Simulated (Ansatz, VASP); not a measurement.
# Two plane-wave programs on MgO

Contents of INCAR:

```
  PREC = Accurate
  ENCUT = 600
  EDIFF = 1E-6
  ISMEAR = 0
  SIGMA = 0.02
  LREAL = F
  LASPH = T
  NELM = 120
  ALGO = Normal
  ISIF = 2
  LWAVE = F
  LCHARG = T
  GGA = PE
  LELF = T
  LVHAR = T
  NBANDS = 11
  GGA_COMPAT = F
```

The input KPOINTS:

```
regular mesh
0
Gamma
  8 8 8
```

Contents of POSCAR:

```
MgO
1.0
    0.0000000000      2.1050000000      2.1050000000
    2.1050000000      0.0000000000      2.1050000000
    2.1050000000      2.1050000000      0.0000000000
Mg O
1 1
Direct
    0.0000000000      0.0000000000      0.0000000000
    0.5000000000      0.5000000000      0.5000000000
```

Input for Ansatz:

```yaml
crystal:
  lattice:
    - [0.0, 2.105, 2.105]
    - [2.105, 0.0, 2.105]
    - [2.105, 2.105, 0.0]
  atoms:
    - { symbol: Mg, position: [0.0, 0.0, 0.0] }
    - { symbol: O, position: [0.5, 0.5, 0.5] }
basis:
  ecutwfc: 420
kpoints:
  mp_grid: { grid: [8, 8, 8] }
hamiltonian:
  xc: pbe
  pseudopotentials: { kind: paw }
scf:
  occupations: { method: gaussian, width: 0.02 }
output:
  forces: true
  stress: true
  eigenvalues: true
```

Alike in both runs: task single point; functional PBE; k mesh 8 × 8 × 8; occupations gaussian, width 0.02 eV; no spin polarisation.

```csv
,VASP,Ansatz
version,VASP 6.6.1,Ansatz 0.2.0
potentials or method,"VASP PAW PBE potentials, release 64 (Mg, O), cutoff 600 eV","scalar-relativistic, plane waves, PAW"
valence electrons in the cell,8,16
```

```csv
,VASP,Ansatz,Ansatz less VASP
gap on the k mesh at the Fermi level (eV),4.74,4.76,+0.015
least direct gap on the mesh (eV),4.74,4.76,+0.015
pressure (GPa),3.9,4.9,+0.98
```

With one functional, cell and mesh, what is left measures potentials, basis and numerics. VASP's potentials hold 8 valence electrons a cell and Ansatz's 16, so a difference there can come from the potentials and not from the codes.
